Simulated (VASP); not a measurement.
Set up this calculation in VASP 6.6.1, as the native input.

* Task: single point
* Functional: PBEsol
* Potentials or basis: VASP PAW PBE potentials, release 64 (Fe, O)
* Cutoff: 520 eV
* k mesh: 8 × 8 × 8
* Occupations: gaussian, width 0.05 eV
* Spin: collinear spin, ferromagnetic start
* Starting moments: [3.9, 0.25] μB
* Hubbard terms: Fe d U = 5.0 eV
* Dipole correction: no
* Further INCAR settings: ALGO = Normal; EDIFF = 1e-06; NBANDS = 18

The structure of FeO lies in POSCAR:

```
FeO
1.0
    0.0000000000      2.1554001600      2.1554001600
    2.1554001600      0.0000000000      2.1554001600
    2.1554001600      2.1554001600      0.0000000000
Fe O
1 1
Direct
    0.0000000000      0.0000000000      0.0000000000
    0.5000000000      0.5000000000      0.5000000000
```

One way to write it, as run:

INCAR

```
SYSTEM = FeO
ALGO = Normal ; EDIFF = 1E-6
ENCUT = 520 ; GGA = PS
ISIF = 2 ; ISMEAR = 0
ISPIN = 2 ; LASPH = .TRUE.
LCHARG = .FALSE. ; LDAU = .TRUE.
LDAUJ = 0 0 ; LDAUL = 2 -1
LDAUPRINT = 1 ; LDAUTYPE = 2
LDAUU = 5 0 ; LMAXMIX = 4
LORBIT = 11 ; LREAL = .FALSE.
LWAVE = .FALSE. ; MAGMOM = 3.9 0.25
NBANDS = 18 ; NELM = 150
PREC = Accurate ; SIGMA = 0.05
```

KPOINTS

```
k-points
0
G
  8 8 8
  0 0 0
```

Potentials or basis: VASP PAW PBE potentials, release 64 (Fe, O).

Command:

```sh
$ cat potpaw_PBE.64/Fe/POTCAR potpaw_PBE.64/O/POTCAR > POTCAR
$ mpirun -np 1 vasp_std > vasp.out
```

It gave:

The pressure is -8.8 GPa. The band gap on the k mesh is zero (filled and empty bands overlap) and the net moment is 4.00 μB per cell. The site moments are Fe +3.86; O +0.18 μB and the valence electrons inside the program's atomic spheres are Fe 6.75; O 4.99.

Caveat: the PAW data sets were made with another functional, which shifts forces and pressure a little; a cell with one magnetic atom can't hold antiferromagnetic order, which such compounds often take.

Run time: 21 s on 1 thread of Intel Xeon 6975P-C (shared host), peak memory 0.16 GiB.
